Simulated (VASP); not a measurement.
# Cu (Fm-3m) in VASP: notebook, part 2 of 2

VASP 6.6.1. The steps go on from the part before.

## Step 4: Single point, PBEsol-based screened hybrid

This run uses another cell than the first one, of 11.34 Å³/atom, 0.960 times its volume.

Contents of POSCAR:

```
Cu
1.0
    0.0000000000      1.7830713297      1.7830713297
    1.7830713297      0.0000000000      1.7830713297
    1.7830713297      1.7830713297      0.0000000000
Cu
1
Direct
    0.0000000000      0.0000000000      0.0000000000
```

Contents of INCAR.step1:

```
SYSTEM = Cu
PREC = Accurate ; ENCUT = 520
EDIFF = 1E-5 ; ISMEAR = -1
SIGMA = 0.05 ; LREAL = .False.
LASPH = .True. ; NELM = 100
ALGO = Normal ; ISIF = 2
LWAVE = .True. ; LCHARG = .False.
GGA = PE ; NBANDS = 12
```

Contents of INCAR.step2:

```
SYSTEM = Cu
PREC = Accurate ; ENCUT = 520
EDIFF = 1E-6 ; ISMEAR = -1
SIGMA = 0.05 ; LREAL = .False.
LASPH = .True. ; NELM = 100
ALGO = Normal ; ISIF = 2
LWAVE = .False. ; LCHARG = .False.
GGA = PS ; LHFCALC = .True.
AEXX = 0.25 ; HFSCREEN = 0.207
PRECFOCK = Normal ; ISTART = 1
NBANDS = 12
```

Contents of KPOINTS:

```
regular mesh
0
Gamma
  7 7 7
  0 0 0
```

Potentials or basis: VASP PAW PBE potentials, release 64 (Cu).

On the command line:

```sh
cat potpaw_PBE.64/Cu/POTCAR > POTCAR
cp INCAR.step1 INCAR
mpirun -np 1 vasp_std > vasp.out
cp INCAR.step2 INCAR
mpirun -np 1 vasp_std > vasp.out
```

OUTCAR:

```text
SYSTEM = Cu
   PREC = Accurate
   ENCUT = 520
   EDIFF = 1E-6
   ISMEAR = -1
   LREAL = .False.
   LASPH = .True.
   NELM = 100
   ISIF = 2
   GGA = PS
   LHFCALC = .True.
   AEXX = 0.25
   HFSCREEN = 0.207
   PRECFOCK = Normal
   ISTART = 1

 ion  position               nearest neighbor table
   1  0.000  0.000  0.000-

  LATTYP: Found a face centered cubic cell.
 ALAT       =     3.5661426594

  Lattice vectors:

 A1 = (   0.0000000000,   1.7830713297,   1.7830713297)
 A2 = (   1.7830713297,   0.0000000000,   1.7830713297)
 A3 = (   1.7830713297,   1.7830713297,   0.0000000000)

Analysis of symmetry for initial positions (statically):
=====================================================================
 Subroutine PRICEL returns:
 Original cell was already a primitive cell.

 Routine SETGRP: Setting up the symmetry group for a
 face centered cubic supercell.

 Subroutine GETGRP returns: Found 48 space group operations
[... 9 lines left out ...]

 Routine SETGRP: Setting up the symmetry group for a
 face centered cubic supercell.

 Subroutine GETGRP returns: Found 48 space group operations
[... 11 lines left out ...]
                                     Primitive cell

  volume of cell :      11.3380

  direct lattice vectors                    reciprocal lattice vectors
     0.000000000  1.783071330  1.783071330    -0.280415030  0.280415030  0.280415030
     1.783071330  0.000000000  1.783071330     0.280415030 -0.280415030  0.280415030
     1.783071330  1.783071330  0.000000000     0.280415030  0.280415030 -0.280415030

  length of vectors
     2.521643657  2.521643657  2.521643657     0.485693079  0.485693079  0.485693079

  position of ions in fractional coordinates (direct lattice)
     0.000000000  0.000000000  0.000000000

  ion indices of the primitive-cell ions
   primitive index   ion index
                 1           1

----------------------------------------------------------------------------------------

 KPOINTS: regular mesh

Automatic generation of k-mesh.
 Grid dimensions read from file:
 generate k-points for:    7    7    7

 Generating k-lattice:

  Cartesian coordinates                     Fractional coordinates (reciprocal lattice)
    -0.040059290  0.040059290  0.040059290     0.142857143  0.000000000  0.000000000
     0.040059290 -0.040059290  0.040059290     0.000000000  0.142857143  0.000000000
     0.040059290  0.040059290 -0.040059290     0.000000000  0.000000000  0.142857143

  Length of vectors
     0.069384726  0.069384726  0.069384726

  Shift w.r.t. Gamma in fractional coordinates (k-lattice)
     0.000000000  0.000000000  0.000000000

 Subroutine IBZKPT returns following result:
 ===========================================

 Found     20 irreducible k-points:

 Following reciprocal coordinates:
            Coordinates               Weight
  0.000000  0.000000  0.000000      1.000000
  0.142857  0.000000  0.000000      8.000000
  0.285714  0.000000  0.000000      8.000000
  0.428571  0.000000  0.000000      8.000000
  0.142857  0.142857  0.000000      6.000000
  0.285714  0.142857  0.000000     24.000000
[... 12 lines left out ...]
 -0.428571  0.428571  0.142857     24.000000
 -0.285714  0.428571  0.142857     24.000000
   k-points           NKPTS =     20   k-points in BZ     NKDIM =    343   number of bands    NBANDS=     12
   number of dos      NEDOS =    301   number of ions     NIONS =      1
   total plane-waves  NPLWV =   8000
   dimension x,y,z NGX =    20 NGY =   20 NGZ =   20
   dimension x,y,z NGXF=    40 NGYF=   40 NGZF=   40
   ions per type =               1
   NGX,Y,Z   is equivalent  to a cutoff of  13.19, 13.19, 13.19 a.u.
   NGXF,Y,Z  is equivalent  to a cutoff of  26.37, 26.37, 26.37 a.u.
 SYSTEM =  Cu
   PREC   = accura    normal or accurate (medium, high low for compatibility)
   ISTART =      1    job   : 0-new  1-cont  2-samecut
   ICHARG =      0    charge: 1-file 2-atom 10-const
   ISPIN  =      1    spin polarized calculation?
   LNONCOLLINEAR =      F non collinear calculations
   LSORBIT =      F    spin-orbit coupling
   LASPH  =      T    aspherical Exc in radial PAW
   ENCUT  =  520.0 eV  38.22 Ry    6.18 a.u.   4.69  4.69  4.69*2*pi/ulx,y,z
   NELM   =    100;   NELMIN=  2; NELMDL=  0     # of ELM steps
   EDIFF  = 0.1E-05   stopping-criterion for ELM
   LREAL  =      F    real-space projection
   EDIFFG = 0.1E-04   stopping-criterion for IOM
   NSW    =      0    number of steps for IOM
   IBRION =     -1    ionic relax: 0-MD 1-quasi-New 2-CG
   NFREE  =      0    steps in history (QN), initial steepest desc. (CG)
   ISIF   =      2    stress and relaxation
   ISYM   =      3    0-nonsym 1-usesym 2-fastsym
   POTIM  = 0.5000    time-step for ionic-motion
   TEBEG  =    0.0;   TEEND  =   0.0 temperature during run
   PSTRESS=    0.0 pullay stress
   NELECT =      11.0000    total number of electrons
   NUPDOWN=      -1.0000    fix difference up-down
   EMIN   =  10.00;   EMAX   =-10.00  energy-range for DOS
   EFERMI =   0.00;   METHOD = LEGACY
   ISMEAR =    -1;   SIGMA  =   0.05  broadening in eV -4-tet -1-fermi 0-gaus
   EFERMI_NEDOS =   21; number of points for ismear=-14 and -15
   IALGO  =     38    algorithm
   IMIX   =      1    mixing-type and parameters
     AMIX     =   0.40;   BMIX     =  1.00
     AMIX_MAG =   1.60;   BMIX_MAG =  1.00
  volume/ion in A,a.u.               =      11.34        76.51
  Fermi-wavevector in a.u.,A,eV,Ry     =   1.620667  3.062616 35.736521  2.626560
  Thomas-Fermi vector in A             =   2.714568
   LORBIT       =      0    0 simple, 1 ext, 2 COOP (PROOUT), +10 PAW based schemes
   GGA     = PS    functional components
   LHFCALC =     T    Hartree Fock is set to
   PRECFOCK=normal    Normal, Fast or Accurate (Low or Medium for compatibility)
   ENCUT4O =  -1.0   cutoff for four orbital integrals eV
   NKREDX  =     1    reduce k-point grid by
   NKREDY  =     1    reduce k-point grid by
   NKREDZ  =     1    reduce k-point grid by
   AEXX    =    0.2500 exact exchange contribution
   HFSCREEN=    0.2070 screening length (either q_TF or 0.3 A-1)
   HFSCREENC=   0.2070 screening length for correlation (either q_TF or 0.3 A-1)
   ENCUTFOCK=  -1.0 apply spherical cutoff to Coloumb kernel
   IVDW    =     0    specifies the selected vdW correction
   LEPSILON=     F    determine dielectric tensor
   LRPA    =     F    only Hartree local field effects (RPA)
 non-spin polarized calculation
  energy-cutoff  :      520.00
  volume of cell :       11.34
 maximum number of plane-waves:       311
  NGX = 16; NGY = 16; NGZ = 16

 number of electron      11.0000014 magnetization

 Free energy of the ion-electron system (eV)
  ---------------------------------------------------
  ext. energy  EPLUGINS =         0.00000000
  ---------------------------------------------------
  free energy    TOTEN  =        -4.10841782 eV

  energy without entropy =       -4.10717781  energy(sigma->0) =       -4.10779781

 E-fermi :   8.0330     XC(G=0): -10.6303

 val. band max:        6.8071061980   @ k =   0.4286   0.2857   0.0000
 cond. band min:       8.0506631864   @ k =   0.4286   0.4286   0.0000
 fundamental gap:      1.2435569884
 Fermi energy:         8.0330338660

 k-point     1 :       0.0000    0.0000    0.0000
  band No.  band energies     occupation
      1      -3.0119      2.00000
      2       3.1120      2.00000
      3       3.1120      2.00000
      4       3.1120      2.00000
      5       3.9900      2.00000
      6       3.9900      2.00000
      7      31.8693      0.00000
      8      35.1386      0.00000
      9      35.1386      0.00000
     10      35.1386      0.00000
     11      37.8407      0.00000
     12      37.8407      0.00000

 k-point     2 :       0.1429    0.0000    0.0000
  band No.  band energies     occupation
      1      -2.1660      2.00000
      2       2.9709      2.00000
      3       3.2456      2.00000
      4       3.2456      2.00000
      5       3.9656      2.00000
      6       3.9656      2.00000
      7      27.4373      0.00000
      8      32.5723      0.00000
      9      33.7758      0.00000
     10      33.7758      0.00000
     11      39.4072      0.00000
     12      39.8875      0.00000
[... 256 lines left out ...]
 k-point    20 :      -0.2857    0.4286    0.1429
  band No.  band energies     occupation
      1       1.9045      2.00000
      2       2.3009      2.00000
      3       2.9481      2.00000
      4       4.0216      2.00000
      5       4.8548      2.00000
      6      13.6631      0.00000
      7      14.2055      0.00000
      8      17.3896      0.00000
      9      20.9740      0.00000
     10      34.1177      0.00000
     11      40.5666      0.00000
     12      41.1455      0.00000

------------------------ aborting loop because EDIFF is reached ----------------------------------------

  FORCE on cell =-STRESS in cart. coord.  units (eV):
  Direction    XX          YY          ZZ          XY          YZ          ZX
  --------------------------------------------------------------------------------------
  -------------------------------------------------------------------------------------
  Total        0.1192609      0.1192609      0.1192609     -0.0000000     -0.0000000      0.0000000
  in kB       16.8528215     16.8528215     16.8528215     -0.0000000     -0.0000000      0.0000000
  external PRESSURE =      16.8528215 kB  Pullay stress =       0.0000000 kB

 VOLUME and BASIS-vectors are now :
 -----------------------------------------------------------------------------
  energy-cutoff  :      520.00
  volume of cell :       11.34
      direct lattice vectors                 reciprocal lattice vectors
     0.000000000  1.783071330  1.783071330    -0.280415030  0.280415030  0.280415030
     1.783071330  0.000000000  1.783071330     0.280415030 -0.280415030  0.280415030
     1.783071330  1.783071330  0.000000000     0.280415030  0.280415030 -0.280415030

 POSITION                                       TOTAL-FORCE (eV/Angst)
 -----------------------------------------------------------------------------------
      0.00000      0.00000      0.00000        -0.000000     -0.000000     -0.000000
 -----------------------------------------------------------------------------------
    total drift:                               -0.000047     -0.000260     -0.000164

  FREE ENERGIE OF THE ION-ELECTRON SYSTEM (eV)
  ---------------------------------------------------
  free  energy   TOTEN  =        -4.1084178183 eV

  energy  without entropy=       -4.1071778095  energy(sigma->0) =       -4.10779781
```

Run time: 8.2 min. Hardware: 1 thread of Intel Xeon Platinum 8559C (Emerald Rapids), shared host; peak memory 0.22 GiB.

Results:

* Free energy: -4.1084 eV
* Pressure: 1.7 GPa

Caveat: the k points lie up to 0.44 Å⁻¹ apart; the PAW data sets were made with another functional, which shifts forces and pressure a little.

## Step 5: Summary

```csv
level,cell,k mesh,smearing,grid for exact exchange (PRECFOCK),share of exact exchange,screening parameter,gap on the mesh (eV),pressure (GPa)
PBE,"a = 2.556 Å, angles 60.0°, 1 atom",6 × 6 × 6,fermi-dirac 0.04 eV,-,-,-,none,3.5
PBEsol-based screened hybrid,"a = 2.504 Å, angles 60.0°, 1 atom",7 × 7 × 7,fermi-dirac 0.05 eV,Normal,0.25,0.207 1/Å,none,5.2
PBEsol-based screened hybrid,"a = 2.522 Å, angles 60.0°, 1 atom",7 × 7 × 7,fermi-dirac 0.05 eV,Normal,0.25,0.207 1/Å,none,1.7
```

Alike in all rows: task single point; potentials or basis VASP PAW PBE potentials, release 64 (Cu); no spin polarisation; cutoff (eV) 520.

Caveats: all runs use coarse meshes; the PAW data sets were made with another functional, which shifts forces and pressure a little (some runs).

Total energies depend on the potentials used, so only differences within one code and one set of settings carry meaning.
